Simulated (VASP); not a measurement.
A run of VASP 6.6.1 is set up as follows.

The input INCAR:

```
SYSTEM = Mg
PREC = Accurate
ENCUT = 520
EDIFF = 1E-6
ISMEAR = 0
SIGMA = 0.1
LREAL = .FALSE.
LASPH = .TRUE.
NELM = 60
ALGO = Normal
ISIF = 2
LWAVE = .FALSE.
LCHARG = .FALSE.
GGA = PS
NBANDS = 7
```

File KPOINTS:

```
regular mesh
0
G
  11 11 11
  0 0 0
```

The input POSCAR:

```
Mg
1.0
   -1.4765000000      1.4765000000      1.4765000000
    1.4765000000     -1.4765000000      1.4765000000
    1.4765000000      1.4765000000     -1.4765000000
Mg
1
Direct
    0.0000000000      0.0000000000      0.0000000000
```

Potentials or basis: VASP PAW PBE potentials, release 64 (Mg).

The run is started by

```console
$ cat potpaw_PBE.64/Mg/POTCAR > POTCAR
$ mpirun -np 1 vasp_std > vasp.out
```

Task: Estimate the band gap on the k mesh.

Result: Zero (band 1 reaches 9.09 eV, above the bottom of band 2 at 5.76 eV).

Task: What does it give for the pressure?

Result: 61.5 GPa.

Caveat: the PAW data sets were made with another functional, which shifts forces and pressure a little.
